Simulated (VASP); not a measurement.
Write the native input for VASP 6.6.1 that does the following.

```yaml
Task: single point
Functional: PBE
Potentials_or_basis: VASP PAW PBE potentials, release 64 (Ag, Au)
Cutoff: 520 eV
k_mesh: 4 × 4 × 6
Occupations: gaussian, width 0.1 eV
Spin: no spin polarisation
Dipole_correction: no
Further_INCAR_settings: ALGO = Fast; EDIFF = 1e-07; NBANDS = 42
```

The structure of AgAu2 lies in POSCAR:

```
AgAu2
1.0
    4.8015751195      0.0000000000      0.0000000000
    0.0000000000      5.8602853785      0.0000000000
    0.0000000000      0.0000000000      3.6583841031
Ag Au
2 4
Direct
    0.0000000000      0.0000000000      0.0000000000
    0.5000000000      0.5000000000      0.5000000000
    0.2004000000      0.3787000000      0.0000000000
    0.7996000000      0.6213000000      0.0000000000
    0.7004000000      0.1213000000      0.5000000000
    0.2996000000      0.8787000000      0.5000000000
```

One way to write it, as run:

INCAR

```
SYSTEM = AgAu2
  PREC = Accurate
  ENCUT = 520
  EDIFF = 1E-7
  ISMEAR = 0
  SIGMA = 0.1
  LREAL = .FALSE.
  LASPH = .TRUE.
  NELM = 80
  ALGO = Fast
  ISIF = 2
  LWAVE = .FALSE.
  LCHARG = .FALSE.
  GGA = PE
  NBANDS = 42
```

KPOINTS

```
Automatic mesh
0
G
  4 4 6
  0 0 0
```

Potentials or basis: VASP PAW PBE potentials, release 64 (Ag, Au).

Command:

```bash
$ cat potpaw_PBE.64/Ag/POTCAR potpaw_PBE.64/Au/POTCAR > POTCAR
$ mpirun -np 1 vasp_std > vasp.out
```

It gave:

```
Pressure               : 51.2 GPa
Largest force          : 1.584 eV/Å
Band gap on the k mesh : zero (bands 33 and 34 overlap by 3.73 eV)
```

Caveat: the cell stands under pressure; spin-orbit coupling is left out, which moves the levels of the heavy elements; forces of over 1 eV/Å act on the atoms, so gaps and moduli don't describe the material at rest.

Run time: 64 s on 1 thread of Intel(R) Xeon(R) 6975P-C (Granite Rapids), on a shared host, peak memory 0.29 GiB.
